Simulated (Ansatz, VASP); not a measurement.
# Al2O3: VASP beside Ansatz

The input INCAR:

```
SYSTEM = Al2O3
ALGO     = Normal         ! electronic algorithm
EDIFF    = 1E-6           ! SCF threshold, eV
EDIFFG   = -0.01          ! ionic threshold
ENCUT    = 600            ! plane-wave cutoff, eV
GGA      = PS             ! functional
IBRION   = 2              ! ionic algorithm
ISIF     = 3              ! what is computed and relaxed
ISMEAR   = 0              ! smearing method
LASPH    = .True.         ! aspherical terms in the spheres
LCHARG   = .False.        ! write CHGCAR
LREAL    = .False.        ! projectors in reciprocal space
LWAVE    = .False.        ! write WAVECAR
NELM     = 100            ! most SCF steps
NSW      = 80             ! ionic steps
PREC     = Accurate       ! precision mode
SIGMA    = 0.01           ! smearing width, eV
```

KPOINTS

```
k-points
0
Gamma
  12 12 4
  0 0 0
```

The input POSCAR:

```
Al2O3
1.0
    3.0174800000      0.0000000000      0.0000000000
   -1.5087400000      2.6132200000      0.0000000000
    0.0000000000      0.0000000000      7.5746400000
Al O
2 3
Direct
    0.0000000000      0.0000000000      0.2779500000
    0.0000000000      0.0000000000      0.7220500000
    0.3333333333      0.6666666667      0.1994500000
    0.6666666667      0.3333333333      0.8005500000
    0.0000000000      0.0000000000      0.5000000000
```

Input for Ansatz:

```yaml
crystal:
  lattice:
    - [3.01748, 0.0, 0.0]
    - [-1.50874, 2.61322, 0.0]
    - [0.0, 0.0, 7.57464]
  atoms:
    - { symbol: Al, position: [0.0, 0.0, 0.27795] }
    - { symbol: Al, position: [0.0, 0.0, 0.72205] }
    - { symbol: O, position: [0.3333333333333333, 0.6666666666666666, 0.19945] }
    - { symbol: O, position: [0.6666666666666666, 0.3333333333333333, 0.80055] }
    - { symbol: O, position: [0.0, 0.0, 0.5] }
kpoints:
  mp_grid:
    grid: [12, 12, 4]
hamiltonian:
  xc: pbesol
  dispersion: none
scf:
  occupations:
    method: gaussian
    width: 0.01
relax:
  cell: {}
```

Alike in both runs: task relaxation of cell and atoms; functional PBEsol; k mesh 12 × 12 × 4; occupations gaussian, width 0.01 eV; no spin polarisation.

|  | VASP | Ansatz |
| --- | --- | --- |
| version | VASP 6.6.1 | Ansatz 0.2.0 |
| potentials or method | VASP PAW PBE potentials, release 64 (Al, O) | plane waves, PAW |
| plane-wave cutoff (eV) | 600 | 420 |
| valence electrons in the cell | 24 | 24 |

```tsv
	VASP	Ansatz	Ansatz less VASP
relaxed volume (Å³/atom)	11.91	12.33	+0.420
relaxed cell length with the largest relative difference (Å)	7.698	7.973	+0.2745
```

VASP's potentials were made for PBE, not for PBEsol.
